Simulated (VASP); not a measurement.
Set up this calculation in VASP 6.6.1, as the native input.

- Task: single point
- Functional: LDA
- Potentials or basis: VASP PAW LDA potentials, release 64 (C, H)
- Cutoff: 520 eV
- k mesh: 6 × 3 × 1
- Occupations: gaussian, width 0.1 eV
- Spin: no spin polarisation
- Dipole correction: yes
- Further INCAR settings: ALGO = Normal; EDIFF = 1e-06; NBANDS = 38

The structure of HC6 lies in POSCAR:

```
HC6
1.0
    4.8895256614      0.0000000000      0.0000000000
   -1.2223814153      8.7849592876      0.0000000000
    0.0000000000      0.0000000000     22.7474729025
C H
12 2
Direct
    0.0193612757      0.0774451030      0.1758437088
    0.5193612758      0.0774451030      0.1758437088
    0.2742015947      0.0968063788      0.2059542860
    0.7742015947      0.0968063788      0.2059542860
    0.2838822326      0.1355289303      0.2661754406
    0.7838822326      0.1355289303      0.2661754406
    0.0386279421      0.1545151615      0.2955067254
    0.5386279421      0.1545151615      0.2955067254
    0.0488684834      0.1954807970      0.3583587359
    0.5488684834      0.1954807970      0.3583587359
    0.3031723044      0.2126952264      0.3845470194
    0.8031723044      0.2126952264      0.3845470194
    0.0488684834      0.1112041249      0.4043294366
    0.0488684834      0.2797574692      0.4043294366
```

The input as run:

INCAR

```
SYSTEM = HC6
  PREC = Accurate
  ENCUT = 520
  EDIFF = 1E-6
  ISMEAR = 0
  SIGMA = 0.1
  LREAL = .FALSE.
  LASPH = .TRUE.
  NELM = 60
  ALGO = Normal
  ISIF = 2
  LWAVE = .FALSE.
  LCHARG = .FALSE.
  LDIPOL = .TRUE.
  IDIPOL = 3
  DIPOL = 0.5 0.5 0.299
  NBANDS = 38
```

KPOINTS

```
regular mesh
0
G
  6 3 1
  0 0 0
```

Potentials or basis: VASP PAW LDA potentials, release 64 (C, H).

Run with:

```console
$ cat potpaw_LDA.64/C/POTCAR potpaw_LDA.64/H/POTCAR > POTCAR
$ mpirun -np 1 vasp_std > vasp.out
```

It gave:

```yaml
Largest_force: 8.335 eV/Å
Band_gap_on_the_k_mesh: zero (bands 25 and 26 overlap by 0.01 eV)
```

Run time: 8.1 min on 1 thread of Intel(R) Xeon(R) 6975P-C (Granite Rapids) (shared host), peak memory 0.77 GiB.
